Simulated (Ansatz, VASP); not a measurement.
# LaTaTl3: VASP beside Ansatz

```xyz
5
Lattice="4.2656 0.0000 0.0000 0.0000 4.2656 0.0000 0.0000 0.0000 8.5749" Properties=species:S:1:pos:R:3 pbc="T T T"
La    0.0000    0.0000    0.0000
Ta    2.1328    2.1328    0.0000
Tl    0.0000    0.0000    4.2875
Tl    2.1328    2.1328    2.7548
Tl    2.1328    2.1328    5.8201
```

Alike in both runs: functional PBE; k mesh 4 × 4 × 2; occupations gaussian, width 0.1 eV; no spin polarisation.

Ansatz relaxed the structure, and its values are those at the end. VASP's run is a single point on that final structure, the one shown.

|  | VASP | Ansatz |
| --- | --- | --- |
| version | VASP 6.6.1 | Ansatz 0.2.0 |
| potentials or method | VASP PAW PBE potentials, release 64 (La, Ta_pv, Tl_d), cutoff 520 eV | scalar-relativistic, plane waves, PAW |
| valence electrons in the cell | 61 | 63 |

|  | VASP | Ansatz | Ansatz less VASP |
| --- | --- | --- | --- |
| gap on the k mesh at the Fermi level (eV) | none | none | - |
| pressure (GPa) | 0.0 | 0.0 | +0.02 |
| rms of the force components (eV/Å) | 0.011 | 0.008 | -0.0025 |

A gap of «none» marks a metal or a gap that the smearing closes. VASP's potentials hold 61 valence electrons a cell and Ansatz's 63, so a difference there can come from the potentials and not from the codes.

The k mesh is coarse, so the values compare programs but aren't converged. Spin-orbit coupling is off throughout.
